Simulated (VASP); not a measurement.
# Ge in VASP: single point with PBE

Aim: the single point of Ge with PBE.

Program: VASP 6.6.1. These are calculated values, not measurements. Logs are shortened: lines on timing, memory, paths and dates and some standing lists are left out, and cuts for length are marked.

### Step 1. The cell of the first run

The cell holds an amorphous packing of atoms, 9 atoms: a = 6.832 Å, b = 5.846 Å, c = 5.626 Å, α = 89.28°, β = 91.78°, γ = 73.19°.

### Step 2. Single point, PBE

INCAR

```
PREC = Accurate
ENCUT = 520
EDIFF = 1E-7
ISMEAR = 0
SIGMA = 0.1
LREAL = False
LASPH = True
NELM = 100
ALGO = Normal
ISIF = 2
LWAVE = False
LCHARG = False
GGA = PE
ISYM = 0
NBANDS = 73
```

KPOINTS

```
Automatic mesh
0
Gamma
  3 4 4
```

POSCAR

```
Ge
1.0
    6.7720347680      0.8956153293     -0.0878534619
    0.9431474693      5.7695387222      0.0404513537
   -0.1094626864      0.0500646339      5.6248889569
Ge
9
Direct
    0.4492759348      0.8337382013      0.4322578252
    0.5085211357      0.2402077957      0.4832893822
    0.9483829484      0.3602205057      0.0559372172
    0.3493653024      0.5838716077      0.7517924953
    0.0690299864      0.9504784913      0.2850041400
    0.9895745247      0.7583534677      0.8882363717
    0.5678462866      0.4904423085      0.1334519193
    0.8719930093      0.1732496368      0.6367266917
    0.8782637656      0.6077818820      0.4722556702
```

Potentials or basis: VASP PAW PBE potentials, release 64 (Ge_d).

Run with:

```sh
$ cat potpaw_PBE.64/Ge_d/POTCAR > POTCAR
$ mpirun -np 1 vasp_std > vasp.out
```

OUTCAR:

```text
PREC = Accurate
   ENCUT = 520
   EDIFF = 1E-7
   ISMEAR = 0
   LREAL = False
   LASPH = True
   NELM = 100
   ISIF = 2
   GGA = PE
   ISYM = 0

 ion  position               nearest neighbor table
   1  0.449  0.834  0.432-   4 2.53   2 2.54   5 2.59   7 2.60   9 2.85
   2  0.509  0.240  0.483-   8 2.52   4 2.53   1 2.54   7 2.55
   3  0.948  0.360  0.056-   7 2.54   6 2.59   5 2.61   8 2.71   9 2.75
   4  0.349  0.584  0.752-   6 2.52   2 2.53   1 2.53   7 2.54
   5  0.069  0.950  0.285-   8 2.58   1 2.59   3 2.61   6 2.62   9 2.89
   6  0.990  0.758  0.888-   4 2.52   3 2.59   5 2.62   9 2.68   8 2.69
   7  0.568  0.490  0.133-   4 2.54   3 2.54   2 2.55   1 2.60
   8  0.872  0.173  0.637-   2 2.52   5 2.58   6 2.69   9 2.71   3 2.71
   9  0.878  0.608  0.472-   6 2.68   8 2.71   3 2.75   1 2.85   5 2.89

IMPORTANT INFORMATION: All symmetrisations will be switched off!
NOSYMM: (Re-)initialisation of all symmetry stuff for point group C_1.

----------------------------------------------------------------------------------------

                                     Primitive cell

  volume of cell :     214.9443

  direct lattice vectors                    reciprocal lattice vectors
     6.772034768  0.895615329 -0.087853462     0.150973946 -0.024701877  0.003157876
     0.943147469  5.769538722  0.040451354    -0.023457868  0.177173000 -0.002033438
    -0.109462686  0.050064634  5.624888957     0.002526714 -0.001659950  0.177845233

  length of vectors
     6.831566434  5.846258678  5.626176706     0.153014010  0.178730743  0.177870927

  position of ions in fractional coordinates (direct lattice)
     0.449275935  0.833738201  0.432257825
     0.508521136  0.240207796  0.483289382
     0.948382948  0.360220506  0.055937217
     0.349365302  0.583871608  0.751792495
     0.069029986  0.950478491  0.285004140
     0.989574525  0.758353468  0.888236372
     0.567846287  0.490442309  0.133451919
     0.871993009  0.173249637  0.636726692
     0.878263766  0.607781882  0.472255670

  ion indices of the primitive-cell ions
   primitive index   ion index
                 1           1
                 2           2
                 3           3
                 4           4
                 5           5
                 6           6
                 7           7
                 8           8
                 9           9

----------------------------------------------------------------------------------------

 KPOINTS: Automatic mesh

Automatic generation of k-mesh.
 Grid dimensions read from file:
 generate k-points for:    3    4    4

 Generating k-lattice:

  Cartesian coordinates                     Fractional coordinates (reciprocal lattice)
     0.050324649 -0.008233959  0.001052625     0.333333333 -0.000000000 -0.000000000
    -0.005864467  0.044293250 -0.000508359     0.000000000  0.250000000  0.000000000
     0.000631679 -0.000414987  0.044461308     0.000000000  0.000000000  0.250000000

  Length of vectors
     0.051004670  0.044682686  0.044467732

  Shift w.r.t. Gamma in fractional coordinates (k-lattice)
     0.000000000  0.000000000  0.000000000

 Subroutine IBZKPT returns following result:
 ===========================================

 Found     26 irreducible k-points:

 Following reciprocal coordinates:
            Coordinates               Weight
  0.000000  0.000000  0.000000      1.000000
  0.333333  0.000000 -0.000000      2.000000
 -0.000000  0.250000  0.000000      2.000000
  0.333333  0.250000 -0.000000      2.000000
 -0.333333  0.250000  0.000000      2.000000
 -0.000000  0.500000  0.000000      1.000000
[... 16 lines left out ...]
  0.333333  0.250000  0.500000      2.000000
 -0.333333  0.250000  0.500000      2.000000
 [... further k-points ...]
   k-points           NKPTS =     26   k-points in BZ     NKDIM =     26   number of bands    NBANDS=     73
   number of dos      NEDOS =    301   number of ions     NIONS =      9
   total plane-waves  NPLWV = 108864
   dimension x,y,z NGX =    54 NGY =   48 NGZ =   42
   dimension x,y,z NGXF=   108 NGYF=   96 NGZF=   84
   ions per type =               9
   NGX,Y,Z   is equivalent  to a cutoff of  13.14, 13.65, 12.41 a.u.
   NGXF,Y,Z  is equivalent  to a cutoff of  26.28, 27.30, 24.82 a.u.
 SYSTEM =  unknown system
   PREC   = accura    normal or accurate (medium, high low for compatibility)
   ISTART =      0    job   : 0-new  1-cont  2-samecut
   ICHARG =      2    charge: 1-file 2-atom 10-const
   ISPIN  =      1    spin polarized calculation?
   LNONCOLLINEAR =      F non collinear calculations
   LSORBIT =      F    spin-orbit coupling
   LASPH  =      T    aspherical Exc in radial PAW
   ENCUT  =  520.0 eV  38.22 Ry    6.18 a.u.  12.70 10.87 10.46*2*pi/ulx,y,z
   NELM   =    100;   NELMIN=  2; NELMDL= -5     # of ELM steps
   EDIFF  = 0.1E-06   stopping-criterion for ELM
   LREAL  =      F    real-space projection
   EDIFFG = 0.1E-05   stopping-criterion for IOM
   NSW    =      0    number of steps for IOM
   IBRION =     -1    ionic relax: 0-MD 1-quasi-New 2-CG
   NFREE  =      0    steps in history (QN), initial steepest desc. (CG)
   ISIF   =      2    stress and relaxation
   ISYM   =      0    0-nonsym 1-usesym 2-fastsym
   POTIM  = 0.5000    time-step for ionic-motion
   TEBEG  =    0.0;   TEEND  =   0.0 temperature during run
   PSTRESS=    0.0 pullay stress
   NELECT =     126.0000    total number of electrons
   NUPDOWN=      -1.0000    fix difference up-down
   EMIN   =  10.00;   EMAX   =-10.00  energy-range for DOS
   EFERMI =   0.00;   METHOD = LEGACY
   ISMEAR =     0;   SIGMA  =   0.10  broadening in eV -4-tet -1-fermi 0-gaus
   EFERMI_NEDOS =   21; number of points for ismear=-14 and -15
   IALGO  =     38    algorithm
   IMIX   =      4    mixing-type and parameters
     AMIX     =   0.40;   BMIX     =  1.00
     AMIX_MAG =   1.60;   BMIX_MAG =  1.00
  volume/ion in A,a.u.               =      23.88       161.17
  Fermi-wavevector in a.u.,A,eV,Ry     =   1.370113  2.589138 25.540985  1.877209
  Thomas-Fermi vector in A             =   2.495928
   LORBIT       =      0    0 simple, 1 ext, 2 COOP (PROOUT), +10 PAW based schemes
   GGA     = PE    functional components
   LHFCALC =     F    Hartree Fock is set to
   AEXX    =    0.0000 exact exchange contribution
   IVDW    =     0    specifies the selected vdW correction
   LEPSILON=     F    determine dielectric tensor
   LRPA    =     F    only Hartree local field effects (RPA)
 non-spin polarized calculation
 Gauss-broadening in eV      SIGMA  =   0.10
  energy-cutoff  :      520.00
  volume of cell :      214.94
 maximum number of plane-waves:      5805
 NGX is ok and might be reduce to    54
   NGX = 25   NGY = 21   NGZ = 21

 number of electron     126.0000021 magnetization

 Free energy of the ion-electron system (eV)
  ---------------------------------------------------
  ext. energy  EPLUGINS =         0.00000000
  ---------------------------------------------------
  free energy    TOTEN  =       -38.44778040 eV

  energy without entropy =      -38.43992978  energy(sigma->0) =      -38.44385509

 E-fermi :   4.3178     XC(G=0):  -9.7041

 val. band max:        4.2583182448   @ k =  -0.3333  -0.0000   0.2500
 cond. band min:       4.3790422851   @ k =   0.3333   0.5000   0.5000
 fundamental gap:      0.1207240403
 Fermi energy:         4.3177784335

 k-point     1 :       0.0000    0.0000    0.0000
  band No.  band energies     occupation
      1     -20.4275      2.00000
      2     -20.4253      2.00000
      3     -20.3985      2.00000
      4     -20.3804      2.00000
      5     -20.3566      2.00000
      6     -20.3529      2.00000
[... 65 lines left out ...]
     72       8.7366      0.00000
     73       9.1547      0.00000

 k-point     2 :       0.3333    0.0000   -0.0000
  band No.  band energies     occupation
      1     -20.4271      2.00000
      2     -20.4247      2.00000
      3     -20.3982      2.00000
      4     -20.3794      2.00000
      5     -20.3559      2.00000
      6     -20.3535      2.00000
[... 65 lines left out ...]
     72       8.4076      0.00000
     73       9.0921      0.00000

 k-point     3 :      -0.0000    0.2500    0.0000
  band No.  band energies     occupation
      1     -20.4260      2.00000
      2     -20.4253      2.00000
      3     -20.3989      2.00000
      4     -20.3780      2.00000
      5     -20.3635      2.00000
      6     -20.3523      2.00000
[... 1585 lines left out ...]
     72       7.9795      0.00000
     73       8.1111      0.00000

 k-point    24 :      -0.3333    0.2500    0.5000
  band No.  band energies     occupation
      1     -20.4256      2.00000
      2     -20.4231      2.00000
      3     -20.4002      2.00000
      4     -20.3744      2.00000
      5     -20.3641      2.00000
      6     -20.3555      2.00000
[... 65 lines left out ...]
     72       8.3585      0.00000
     73       8.8942      0.00000

 [... further k-points ...]
[... 5 lines left out ...]
  --------------------------------------------------------------------------------------
  -------------------------------------------------------------------------------------
  Total       -0.0787462      0.0870730      0.0041246      0.0157075      0.0225100      0.0103348
  in kB       -0.5869681      0.6490348      0.0307443      0.1170823      0.1677878      0.0770347
  external PRESSURE =       0.0309370 kB  Pullay stress =       0.0000000 kB

 VOLUME and BASIS-vectors are now :
 -----------------------------------------------------------------------------
  energy-cutoff  :      520.00
  volume of cell :      214.94
      direct lattice vectors                 reciprocal lattice vectors
     6.772034768  0.895615329 -0.087853462     0.150973946 -0.024701877  0.003157876
     0.943147469  5.769538722  0.040451354    -0.023457868  0.177173000 -0.002033438
    -0.109462686  0.050064634  5.624888957     0.002526714 -0.001659950  0.177845233

 POSITION                                       TOTAL-FORCE (eV/Angst)
 -----------------------------------------------------------------------------------
      3.78153      5.23430      2.42566         0.000284      0.015021     -0.002044
      3.61737      1.86552      2.68349         0.000886     -0.009416     -0.008036
      6.75610      2.93049      0.24589        -0.002226      0.003344     -0.010994
      2.83430      3.71920      4.22167         0.006044     -0.006430      0.006895
      1.33272      5.55992      1.63550        -0.005636     -0.004705      0.019876
      7.31944      5.30610      4.93997         0.006826     -0.005203     -0.001920
      4.29343      3.34488      0.72060         0.006075     -0.014390      0.003975
      5.99887      1.81242      3.51192        -0.011522      0.012287     -0.002719
      6.46917      4.31685      2.60381        -0.000731      0.009492     -0.005034
 -----------------------------------------------------------------------------------
    total drift:                                0.000190     -0.001233     -0.001743

  FREE ENERGIE OF THE ION-ELECTRON SYSTEM (eV)
  ---------------------------------------------------
  free  energy   TOTEN  =       -38.4477803991 eV

  energy  without entropy=      -38.4399297814  energy(sigma->0) =      -38.44385509
```

Wall time 11 min (1 thread of Oxide Virtual Turin-like, shared host); peak memory 0.43 GiB.

Results:

```yaml
Free_energy: -38.4478 eV
Pressure: 0.0 GPa
Largest_force: 0.021 eV/Å
Band_gap_on_the_k_mesh: zero (band 63 reaches 4.59 eV, above the bottom of band 64 at 3.79 eV)
```

Forces on the atoms (eV/Å):
```
Ge   0.000  0.015 -0.002
Ge   0.001 -0.009 -0.008
Ge  -0.002  0.003 -0.011
Ge   0.006 -0.006  0.007
Ge  -0.006 -0.005  0.020
Ge   0.007 -0.005 -0.002
Ge   0.006 -0.014  0.004
Ge  -0.012  0.012 -0.003
Ge  -0.001  0.009 -0.005
```

Stress tensor (GPa, compression positive):
```
-0.06  0.01  0.01
 0.01  0.06  0.02
 0.01  0.02  0.00
```

Levels at points of the mesh, in eV from the Fermi level:
```tsv
k point	band 59	band 60	band 61	band 62	band 63	band 64	band 65	band 66	band 67	band 68
(0.00, 0.00, 0.00)	-2.49	-1.66	-1.52	-1.12	-0.81	-0.45	0.78	1.13	1.53	2.87
(0.00, 0.50, 0.00)	-1.68	-1.51	-1.34	-1.18	-0.69	0.10	1.25	1.46	1.78	2.30
(0.00, 0.00, 0.50)	-1.88	-1.26	-0.88	-0.82	0.27	0.94	1.51	1.84	2.65	2.92
(0.00, 0.50, 0.50)	-1.30	-1.05	-0.78	-0.62	-0.29	0.41	0.68	0.74	1.11	2.10
```
